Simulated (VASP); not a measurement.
# TaF: single point with PBE

The system is TaF.

```
Ta F
1.0
     2.78624    0.00000    0.00000
     0.00000    2.78624    0.00000
     0.00000    0.00000    4.11441
Ta F
1 1
Direct
  0.50000 0.50000 0.09224
  0.50000 0.50000 0.59224
```

The cell was generated, and may not be a known phase.

```
Program                : VASP 6.6.1
Task                   : single point
Functional             : PBE
Potentials or basis    : VASP PAW PBE potentials, release 64 (Ta_pv, F)
Cutoff                 : 600 eV
k mesh                 : 7 × 7 × 5
Occupations            : gaussian, width 0.2 eV
Spin                   : no spin polarisation
Dipole correction      : no
Further INCAR settings : ALGO = Normal; EDIFF = 1e-06; NBANDS = 16
```

```json
{
 "Pressure": "-0.3 GPa",
 "Band gap on the k mesh": "zero (bands 9 and 10 overlap by 1.30 eV)"
}
```

Stress tensor (GPa, compression positive):
```
-0.52  0.00  0.00
 0.00 -0.52  0.00
 0.00  0.00  0.22
```

Levels at points of the mesh, in eV from the Fermi level:
```csv
k point,band 6,band 7,band 8,band 9,band 10,band 11,band 12,band 13
"(0.00, 0.00, 0.00)",-6.25,-6.25,-5.64,-2.57,2.39,2.97,2.97,5.36
```

Wall time 13 s on 1 thread of Intel(R) Xeon(R) Platinum 8375C CPU @ 2.90GHz (Ice Lake) (shared host), peak memory 0.16 GiB.

Caveat: spin-orbit coupling is left out, which moves the levels of the heavy elements.
